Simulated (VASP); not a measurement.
A run of VASP 6.6.1:

The input INCAR:

```
  ALGO = Normal
  EDIFF = 1E-7
  ENCUT = 520
  GGA = PE
  ISIF = 2
  ISMEAR = -1
  LASPH = True
  LCHARG = False
  LREAL = False
  LWAVE = False
  NBANDS = 15
  NELM = 60
  PREC = Accurate
  SIGMA = 0.05
```

File KPOINTS:

```
k-points
0
Gamma
  6 6 6
```

File POSCAR:

```
TaN
1.0
    0.0000000000      2.2113230000      2.2113230000
    2.2113230000      0.0000000000      2.2113230000
    2.2113230000      2.2113230000      0.0000000000
Ta N
1 1
Direct
    0.5000000000      0.5000000000      0.5000000000
    0.0000000000      0.0000000000      0.0000000000
```

Potentials or basis: VASP PAW PBE potentials, release 64 (Ta_pv, N).

Launch:

```console
$ cat potpaw_PBE.64/Ta_pv/POTCAR potpaw_PBE.64/N/POTCAR > POTCAR
$ mpirun -np 1 vasp_std > vasp.out
```

Hardware: 1 thread of Intel Xeon 8259CL, on a shared host.

How long does it take, and how much memory?

It took 7.7 s on 1 thread of Intel Xeon 8259CL, on a shared host, peak memory 0.14 GiB. Counts: scf iterations 14, k points 16.
